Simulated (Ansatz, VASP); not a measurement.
One calculation of WS2, two programs

```
W S
1.0
     1.59978    0.92363    6.24444
    -1.59978    0.92363    6.24444
     0.00000   -1.84727    6.24444
W S
1 2
Cartesian
  0.0000 0.0000 0.0125
  0.0000 0.0000 4.6958
  0.0000 0.0000 7.8186
```

Change from the starting cell: volume scaled by 1.04, ions relaxed.

Alike in both runs: functional PBE; k mesh 16 × 16 × 16; occupations fermi-dirac, width 0.02 eV; collinear spin.

Ansatz relaxed the structure, and its values are those at the end. VASP's run is a single point on that final structure, the one shown.

|  | VASP | Ansatz |
| --- | --- | --- |
| version | VASP 6.6.1 | Ansatz 0.2.0 |
| potentials or method | VASP PAW PBE potentials, release 64 (W_sv, S) | plane-wave PAW, scalar-relativistic |
| plane-wave cutoff (eV) | 520 | 420 |
| valence electrons in the cell | 26 | 26 |

|  | VASP | Ansatz | Ansatz less VASP |
| --- | --- | --- | --- |
| gap on the k mesh at the Fermi level (eV) | 1.09 | 1.08 | -0.015 |
| pressure (GPa) | 0.5 | 0.5 | +0.04 |
| rms of the force components (eV/Å) | 0.005 | 0.004 | -0.0012 |
| net moment per atom (μB) | 0.00 | 0.00 | 0.000 |

Ansatz's warnings: seeded moment not kept, stress scf threshold loose.

Spin-orbit coupling is off throughout.
